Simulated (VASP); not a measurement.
# Si (P6_3/mmc) in VASP: relaxation of shape and atoms at fixed volume with LDA

Aim: the relaxation of shape and atoms at fixed volume of Si with LDA.

Everything below comes from runs of VASP 6.6.1. Logs are shortened: lines on timing, memory, paths and dates and some standing lists are left out, and cuts for length are marked.

## 1. The cell of the first run

Symmetry: P6_3/mmc, No. 194, hexagonal system. Conventional cell: a = 3.772 Å, b = 3.772 Å, c = 12.395 Å, α = 90.00°, β = 90.00°, γ = 120.00°. Si (site symmetry 3m) has 4 Si at 2.31 Å within 3.1 Å. Within 3.1 Å of Si (site symmetry 3m) lie 4 Si at 2.31 to 2.33 Å.

This isn't the form of Si at room conditions, which is diamond.

## 2. Relaxation of shape and atoms at fixed volume, LDA (19.09 Å³/atom)

Contents of INCAR:

```
ALGO     = Normal         # electronic algorithm
EDIFF    = 1E-6           # SCF threshold, eV
EDIFFG   = -0.01          # ionic threshold
ENCUT    = 600            # plane-wave cutoff, eV
IBRION   = 2              # ionic algorithm
ISIF     = 4              # what is computed and relaxed
ISMEAR   = 0              # smearing method
LASPH    = T              # aspherical terms in the spheres
LCHARG   = F              # write CHGCAR
LREAL    = F              # projectors in reciprocal space
LWAVE    = F              # write WAVECAR
NELM     = 100            # most SCF steps
NSW      = 50             # ionic steps
PREC     = Accurate       # precision mode
SIGMA    = 0.02           # smearing width, eV
```

Contents of KPOINTS:

```
k-points
0
Gamma
  12 12 4
```

Contents of POSCAR:

```
Si
1.0
    3.7716422857      0.0000000000      0.0000000000
   -1.8858211428      3.2663380334      0.0000000000
    0.0000000000      0.0000000000     12.3951815743
Si
8
Direct
    0.0000000000      0.0000000000      0.4067709114
    0.0000000000      0.0000000000      0.9067709114
    0.0000000000      0.0000000000      0.0932290886
    0.0000000000      0.0000000000      0.5932290886
    0.3333333333      0.6666666667      0.3440623955
    0.6666666667      0.3333333333      0.8440623955
    0.3333333333      0.6666666667      0.1559376045
    0.6666666667      0.3333333333      0.6559376045
```

Potentials or basis: VASP PAW LDA potentials, release 64 (Si).

Launch:

```sh
$ cat potpaw_LDA.64/Si/POTCAR > POTCAR
$ mpirun -np 1 vasp_std > vasp.out
```

OUTCAR:

```text
EDIFF = 1E-6
   EDIFFG = -0.01
   ENCUT = 600
   IBRION = 2
   ISIF = 4
   ISMEAR = 0
   LASPH = T
   LREAL = F
   NELM = 100
   NSW = 50
   PREC = Accurate

 ion  position               nearest neighbor table
   1  0.000  0.000  0.407-   4 2.31   5 2.31   5 2.31   5 2.31
   2  0.000  0.000  0.907-   3 2.31   6 2.31   6 2.31   6 2.31
   3  0.000  0.000  0.093-   2 2.31   7 2.31   7 2.31   7 2.31
   4  0.000  0.000  0.593-   1 2.31   8 2.31   8 2.31   8 2.31
   5  0.333  0.667  0.344-   1 2.31   1 2.31   1 2.31   7 2.33
   6  0.667  0.333  0.844-   2 2.31   2 2.31   2 2.31   8 2.33
   7  0.333  0.667  0.156-   3 2.31   3 2.31   3 2.31   5 2.33
   8  0.667  0.333  0.656-   4 2.31   4 2.31   4 2.31   6 2.33

  LATTYP: Found a hexagonal cell.
 ALAT       =     3.7716422857
 C/A-ratio  =     3.2864149448

  Lattice vectors:

 A1 = (   3.7716422857,   0.0000000000,   0.0000000000)
 A2 = (  -1.8858211428,   3.2663380334,   0.0000000000)
 A3 = (   0.0000000000,   0.0000000000,  12.3951815743)

Analysis of symmetry for initial positions (statically):
=====================================================================
 Subroutine PRICEL returns:
 Original cell was already a primitive cell.

 Routine SETGRP: Setting up the symmetry group for a
 hexagonal supercell.

 Subroutine GETGRP returns: Found 24 space group operations
 (whereof 12 operations were pure point group operations)
 out of a pool of 24 trial point group operations.

The static configuration has the point symmetry D_3d.
 The point group associated with its full space group is D_6h.

Analysis of symmetry for dynamics (positions and initial velocities):
=====================================================================
 Subroutine PRICEL returns:
 Original cell was already a primitive cell.

 Routine SETGRP: Setting up the symmetry group for a
 hexagonal supercell.

 Subroutine GETGRP returns: Found 24 space group operations
 (whereof 12 operations were pure point group operations)
 out of a pool of 24 trial point group operations.

The dynamic configuration has the point symmetry D_3d.
 The point group associated with its full space group is D_6h.

 Subroutine INISYM returns: Found 24 space group operations
 (whereof 12 operations are pure point group operations),
 and found     1 'primitive' translations

----------------------------------------------------------------------------------------

[... 106 lines left out ...]
   EDIFFG = -.1E-01   stopping-criterion for IOM
   NSW    =     50    number of steps for IOM
   IBRION =      2    ionic relax: 0-MD 1-quasi-New 2-CG
   NFREE  =      1    steps in history (QN), initial steepest desc. (CG)
   ISIF   =      4    stress and relaxation
   ISYM   =      2    0-nonsym 1-usesym 2-fastsym
   POTIM  = 0.5000    time-step for ionic-motion
   TEBEG  =    0.0;   TEEND  =   0.0 temperature during run
   PSTRESS=    0.0 pullay stress
   NELECT =      32.0000    total number of electrons
   NUPDOWN=      -1.0000    fix difference up-down
   EMIN   =  10.00;   EMAX   =-10.00  energy-range for DOS
   EFERMI =   0.00;   METHOD = LEGACY
   ISMEAR =     0;   SIGMA  =   0.02  broadening in eV -4-tet -1-fermi 0-gaus
   EFERMI_NEDOS =   21; number of points for ismear=-14 and -15
   IALGO  =     38    algorithm
   IMIX   =      4    mixing-type and parameters
     AMIX     =   0.40;   BMIX     =  1.00
     AMIX_MAG =   1.60;   BMIX_MAG =  1.00
  volume/ion in A,a.u.               =      19.09       128.81
  Fermi-wavevector in a.u.,A,eV,Ry     =   0.972396  1.837563 12.865052  0.945555
  Thomas-Fermi vector in A             =   2.102691
   LORBIT       =      0    0 simple, 1 ext, 2 COOP (PROOUT), +10 PAW based schemes
   GGA     = CA    functional components
   LHFCALC =     F    Hartree Fock is set to
   AEXX    =    0.0000 exact exchange contribution
   IVDW    =     0    specifies the selected vdW correction
   LEPSILON=     F    determine dielectric tensor
   LRPA    =     F    only Hartree local field effects (RPA)
 conjugate gradient relaxation of ions
 non-spin polarized calculation
 Gauss-broadening in eV      SIGMA  =   0.02
  energy-cutoff  :      600.00
  volume of cell :      152.70
 maximum number of plane-waves:      5138
   NGX = 15   NGY = 15   NGZ = 49

 number of electron      31.9999998 magnetization

 Free energy of the ion-electron system (eV)
  ---------------------------------------------------
  ext. energy  EPLUGINS =         0.00000000
  ---------------------------------------------------
  free energy    TOTEN  =       -47.61474076 eV

  energy without entropy =      -47.61474076  energy(sigma->0) =      -47.61474076

 E-fermi :   6.5184     XC(G=0):  -9.7852

 val. band max:        6.3906381056   @ k =   0.0000   0.0000   0.0000
 cond. band min:       6.7551795715   @ k =   0.5000  -0.0000   0.0000
 fundamental gap:      0.3645414660
 Fermi energy:         6.5183623186

 k-point     1 :       0.0000    0.0000    0.0000
  band No.  band energies     occupation
      1      -6.0331      2.00000
      2      -5.2100      2.00000
      3      -5.1967      2.00000
      4      -3.5921      2.00000
      5      -0.9642      2.00000
      6       2.1834      2.00000
[... 565 lines left out ...]
     20       8.2993      0.00000
     21       8.8441      0.00000

 [... further k-points ...]
[... 5 lines left out ...]
  --------------------------------------------------------------------------------------
  -------------------------------------------------------------------------------------
  Total        3.0455243      3.0455243      3.0449453      0.0000000      0.0000000      0.0000000
  in kB       31.9542133     31.9542133     31.9481383      0.0000000      0.0000000      0.0000000
  external PRESSURE =      31.9521883 kB  Pullay stress =       0.0000000 kB

 VOLUME and BASIS-vectors are now :
 -----------------------------------------------------------------------------
  energy-cutoff  :      600.00
  volume of cell :      152.70
      direct lattice vectors                 reciprocal lattice vectors
     3.771642286  0.000000000  0.000000000     0.265136491  0.153076624  0.000000000
    -1.885821143  3.266338033  0.000000000     0.000000000  0.306153249  0.000000000
     0.000000000  0.000000000 12.395181574     0.000000000  0.000000000  0.080676511

 POSITION                                       TOTAL-FORCE (eV/Angst)
 -----------------------------------------------------------------------------------
      0.00000      0.00000      5.04200         0.000000      0.000000      0.002431
      0.00000      0.00000     11.23959        -0.000000      0.000000      0.002431
      0.00000      0.00000      1.15559         0.000000     -0.000000     -0.002431
      0.00000      0.00000      7.35318        -0.000000      0.000000     -0.002431
     -0.00000      2.17756      4.26472         0.000000     -0.000000     -0.007158
      1.88582      1.08878     10.46231        -0.000000      0.000000     -0.007158
     -0.00000      2.17756      1.93287         0.000000     -0.000000      0.007158
      1.88582      1.08878      8.13047        -0.000000      0.000000      0.007158
 -----------------------------------------------------------------------------------
    total drift:                                0.000000      0.000000      0.000000

  FREE ENERGIE OF THE ION-ELECTRON SYSTEM (eV)
  ---------------------------------------------------
  free  energy   TOTEN  =       -47.6147407618 eV

  energy  without entropy=      -47.6147407618  energy(sigma->0) =      -47.61474076

 reached required accuracy - stopping structural energy minimisation
```

CONTCAR:

```text
Si
   1.00000000000000
     3.7716422857000000    0.0000000000000000    0.0000000000000000
    -1.8858211428000000    3.2663380333999998    0.0000000000000000
     0.0000000000000000    0.0000000000000000   12.3951815743000004
  Si
     8
Direct
     0.0000000000000000    0.0000000000000000    0.4067709114000024
     0.0000000000000000    0.0000000000000000    0.9067709114000024
     0.0000000000000000    0.0000000000000000    0.0932290885999976
     0.0000000000000000    0.0000000000000000    0.5932290885999976
     0.3333333332999970    0.6666666667000030    0.3440623955000035
     0.6666666667000030    0.3333333332999970    0.8440623955000035
     0.3333333332999970    0.6666666667000030    0.1559376044999965
     0.6666666667000030    0.3333333332999970    0.6559376044999965

  0.00000000E+00  0.00000000E+00  0.00000000E+00
  0.00000000E+00  0.00000000E+00  0.00000000E+00
  0.00000000E+00  0.00000000E+00  0.00000000E+00
  0.00000000E+00  0.00000000E+00  0.00000000E+00
  0.00000000E+00  0.00000000E+00  0.00000000E+00
  0.00000000E+00  0.00000000E+00  0.00000000E+00
  0.00000000E+00  0.00000000E+00  0.00000000E+00
  0.00000000E+00  0.00000000E+00  0.00000000E+00
```

Wall time 3.2 min (1 thread of Intel Xeon 6975P-C (Granite Rapids), shared host); peak memory 0.31 GiB.

What came out:

| Quantity | Value |
| --- | --- |
| Free energy | -47.6147 eV |
| Pressure after relaxing | 3.2 GPa |
| Largest force after relaxing | 0.007 eV/Å |
| Band gap on the k mesh | 0.36 eV (least direct gap 1.34 eV) |

Forces on the atoms (eV/Å):
```
Si   0.000  0.000  0.002
Si   0.000  0.000  0.002
Si   0.000  0.000 -0.002
Si   0.000  0.000 -0.002
Si   0.000  0.000 -0.007
Si   0.000  0.000 -0.007
Si   0.000  0.000  0.007
Si   0.000  0.000  0.007
```

Final structure:
```
CELL_PARAMETERS angstrom
3.77164 0.00000 0.00000
-1.88582 3.26634 0.00000
0.00000 0.00000 12.39518
ATOMIC_POSITIONS crystal
Si 0.00000 0.00000 0.40677
Si 0.00000 0.00000 0.90677
Si 0.00000 0.00000 0.09323
Si 0.00000 0.00000 0.59323
Si 0.33333 0.66667 0.34406
Si 0.66667 0.33333 0.84406
Si 0.33333 0.66667 0.15594
Si 0.66667 0.33333 0.65594
```

Levels at points of the mesh, in eV from the valence-band top:
```tsv
k point	band 12	band 13	band 14	band 15	band 16	band 17	band 18	band 19	band 20	band 21
(0.00, 0.00, 0.00)	-0.79	-0.79	-0.18	0.00	0.00	1.34	1.80	2.21	2.26	2.26
(0.50, 0.00, 0.00)	-2.42	-2.41	-2.32	-1.80	-1.36	0.36	0.62	1.06	1.27	1.39
(0.00, 0.00, 0.50)	-1.27	-0.32	-0.32	-0.32	-0.32	1.49	1.49	2.59	2.59	2.60
(0.50, 0.00, 0.50)	-2.91	-2.62	-2.62	-1.74	-1.74	0.57	0.57	1.86	1.86	2.11
```

Caveat: the relaxation stopped at its first step, so nothing moved.
